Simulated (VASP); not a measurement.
Crystal: C3BrN.

```xyz
5
Lattice="4.5218 0.0000 0.0000 0.0000 4.5218 0.0000 0.0000 0.0000 4.5218" Properties=species:S:1:pos:R:3 pbc="T T T"
C     0.0000    2.2609    2.2609
C     2.2609    0.0000    2.2609
C     2.2609    2.2609    0.0000
Br    0.0000    0.0000    0.0000
N     2.2609    2.2609    2.2609
```

* Program: VASP 6.6.1
* Task: relaxation of cell and atoms
* Functional: PBE
* Potentials or basis: VASP PAW PBE potentials, release 64 (C, Br, N)
* Cutoff: 600 eV
* k mesh: 4 × 4 × 4
* Occupations: gaussian, width 0.1 eV
* Spin: collinear spin, ferromagnetic start
* Starting moments: [0.58, 0.58, 0.58, 0.0, 0.55] μB

At the start: pressure -16.3 GPa; volume 18.49 Å³/atom.

**Question.** Where does the relaxation end?

**Answer.** Over 7 steps the energy falls by 699.9 meV/atom and the volume is 9.87 Å³/atom (-46.6 %); space group Pm-3m (No. 221, to 0.1 Å) before and after; moment 1.38 μB per cell.

The path:
```csv
step,energy change (eV),largest force (eV/Å),pressure (GPa),volume (Å³)
1,0.0000,0.0000,-16.28,92.46
2,-2.3191,0.0000,-14.46,69.52
3,-3.2332,0.0000,-8.53,57.17
4,-2.2263,0.0000,47.16,37.03
5,-3.4515,0.0000,-4.80,52.27
6,-3.4900,0.0000,2.54,48.00
7,-3.4993,0.0000,-0.24,49.37
```

Final structure:
```
C Br N
1.0
     3.66841    0.00000    0.00000
     0.00000    3.66841    0.00000
     0.00000    0.00000    3.66841
C Br N
3 1 1
Direct
  0.00000 0.50000 0.50000
  0.50000 0.00000 0.50000
  0.50000 0.50000 0.00000
  0.00000 0.00000 0.00000
  0.50000 0.50000 0.50000
```

Caveat: the volume moved by over 15 % at a fixed basis, so the end points are rough.
